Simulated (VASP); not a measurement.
Write the native input for VASP 6.6.1 that does the following.

- Task: single point
- Functional: PBE
- Potentials or basis: VASP PAW PBE potentials, release 64 (Ta_pv, B, O)
- Cutoff: 520 eV
- k mesh: 8 × 8 × 8
- Occupations: gaussian, width 0.1 eV
- Spin: no spin polarisation
- Dipole correction: no
- Further INCAR settings: ALGO = Normal; EDIFF = 1e-06; NBANDS = 25

The structure of Ta2B2O lies in POSCAR:

```
Ta2B2O
1.0
   -1.7360537700      1.7360537700      4.9352848000
    1.7360537700     -1.7360537700      4.9352848000
    1.7360537700      1.7360537700     -4.9352848000
Ta B O
2 2 1
Direct
    0.3851800000      0.3851800000      0.0000000000
    0.6148200000      0.6148200000      0.0000000000
    0.7500000000      0.2500000000      0.5000000000
    0.2500000000      0.7500000000      0.5000000000
    0.0000000000      0.0000000000      0.0000000000
```

The cell was built from a structure type or drawn by symmetry, and may not be a known phase.

The input as run:

INCAR

```
PREC = Accurate
ENCUT = 520
EDIFF = 1E-6
ISMEAR = 0
SIGMA = 0.1
LREAL = False
LASPH = True
NELM = 80
ALGO = Normal
ISIF = 2
LWAVE = False
LCHARG = False
GGA = PE
NBANDS = 25
```

KPOINTS

```
Automatic mesh
0
Gamma
  8 8 8
```

Potentials or basis: VASP PAW PBE potentials, release 64 (Ta_pv, B, O).

The run is started by

```bash
$ cat potpaw_PBE.64/Ta_pv/POTCAR potpaw_PBE.64/B/POTCAR potpaw_PBE.64/O/POTCAR > POTCAR
$ mpirun -np 1 vasp_std > vasp.out
```

Results of the run:

- Pressure: 14.3 GPa
- Largest force: 4.388 eV/Å
- Band gap on the k mesh: zero (bands 17 and 18 overlap by 1.81 eV)

Caveat: the cell stands under pressure; spin-orbit coupling is left out, which moves the levels of the heavy elements; forces of over 1 eV/Å act on the atoms, so gaps and moduli don't describe the material at rest.

It took 100 s on 1 thread of AMD EPYC 9R45 96-Core Processor (Zen 5) (shared host), peak memory 0.27 GiB.
